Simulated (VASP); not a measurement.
Wanted: the native input for a VASP 6.6.1 run.

```
Task                   : single point
Functional             : PBE
Potentials or basis    : VASP PAW PBE potentials, release 64 (Ba_sv, S)
Cutoff                 : 520 eV
k mesh                 : 7 × 7 × 7
Occupations            : fermi-dirac, width 0.01 eV
Spin                   : no spin polarisation
Dipole correction      : no
Further INCAR settings : ALGO = Normal; EDIFF = 1e-06; NBANDS = 15
```

The structure of BaS lies in POSCAR:

```
BaS
1.0
    0.0000000000      3.1614876932      3.1614876932
    3.1614876932      0.0000000000      3.1614876932
    3.1614876932      3.1614876932      0.0000000000
Ba S
1 1
Direct
    0.0000000000      0.0000000000      0.0000000000
    0.5000000000      0.5000000000      0.5000000000
```

The input as run:

INCAR

```
PREC = Accurate
ENCUT = 520
EDIFF = 1E-6
ISMEAR = -1
SIGMA = 0.01
LREAL = F
LASPH = T
NELM = 60
ALGO = Normal
ISIF = 2
LWAVE = F
LCHARG = F
GGA = PE
NBANDS = 15
```

KPOINTS

```
regular mesh
0
Gamma
  7 7 7
```

Potentials or basis: VASP PAW PBE potentials, release 64 (Ba_sv, S).

Launch:

```bash
$ cat potpaw_PBE.64/Ba_sv/POTCAR potpaw_PBE.64/S/POTCAR > POTCAR
$ mpirun -np 1 vasp_std > vasp.out
```

Results of the run:

* Pressure: 3.0 GPa
* Band gap on the k mesh: 2.11 eV (least direct gap 2.24 eV)

Caveat: spin-orbit coupling is left out, which moves the levels of the heavy elements; an odd mesh through Γ misses points on the zone boundary, where band edges can lie.

Run time: 15 s on 1 thread of Intel(R) Xeon(R) Platinum 8488C (Sapphire Rapids), with other jobs on the host, peak memory 0.2 GiB.
